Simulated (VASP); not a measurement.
Runs of VASP 6.6.1 on In3AgI4. The structure is that of space group Pm-3m (No. 221), or close to it. The cells are those of the table. The cell was generated, and may not be a known phase.

| task | cell | k mesh | cutoff (eV) | gap on the mesh (eV) | pressure (GPa) |
| --- | --- | --- | --- | --- | --- |
| single point | a = 7.000 Å, 8 atoms | 2 × 2 × 2 | 520 | 0.04 | -0.1 |
| single point | a = 8.302 Å, 8 atoms | 2 × 2 × 2 | 520 | (a) | -2.1 |
| single point | a = 6.825 Å, 8 atoms | 6 × 6 × 6 | 520 | none | 0.0 |
| single point | a = 6.825 Å, 8 atoms | 4 × 4 × 4 | 520 | none | 0.1 |
| relaxation of cell and atoms | relaxed from a = 8.302 Å, 8 atoms | 2 × 2 × 2 | 600 | 0.04 | -0.1 |

Alike in all rows: level PBE; potentials or basis VASP PAW PBE potentials, release 64 (In_d, Ag, I); no spin polarisation; smearing gaussian 0.1 eV.

Problem. Estimate the missing entries.

Solution. (a) 0.75.

Caveats: some runs use coarse meshes; spin-orbit coupling is left out, which moves the levels of the heavy elements; the smearing spreads over this small gap (at least some runs).

A k mesh can miss the band edges, and the runs leave out spin-orbit coupling on Ag, I, In.

A gap of «none» marks levels without a gap at the run's occupations.
